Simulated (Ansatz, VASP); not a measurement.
# MgS in VASP and in Ansatz

```
CELL_PARAMETERS angstrom
0.00000 2.84861 2.84861
2.84861 0.00000 2.84861
2.84861 2.84861 0.00000
ATOMIC_POSITIONS crystal
Mg 0.00000 0.00000 0.00000
S 0.25000 0.25000 0.25000
```

Alike in both runs: task relaxation of cell and atoms; functional PBE; k mesh 8 × 8 × 8; no spin polarisation.

|  | VASP | Ansatz |
| --- | --- | --- |
| version | VASP 6.6.1 | Ansatz 0.2.0 |
| potentials or method | VASP PAW PBE potentials, release 64 (Mg, S), cutoff 600 eV | scalar-relativistic, plane waves, PAW |
| occupations | gaussian, width 0.01 eV | fixed |
| valence electrons in the cell | 8 | 16 |

VASP gave:

```
gap on the k mesh at the Fermi level, each at its own relaxed structure (eV) : 3.38
relaxed volume (Å³/atom)                                                     : 23.06
relaxed cell length with the largest relative difference (Å)                 : 4.026
```

Q: Estimate Ansatz's values.

A: gap on the k mesh at the Fermi level, each at its own relaxed structure (eV): 3.37; relaxed volume (Å³/atom): 23.12; relaxed cell length with the largest relative difference (Å): 4.029.

VASP's potentials hold 8 valence electrons a cell and Ansatz's 16, so a difference there can come from the potentials and not from the codes.
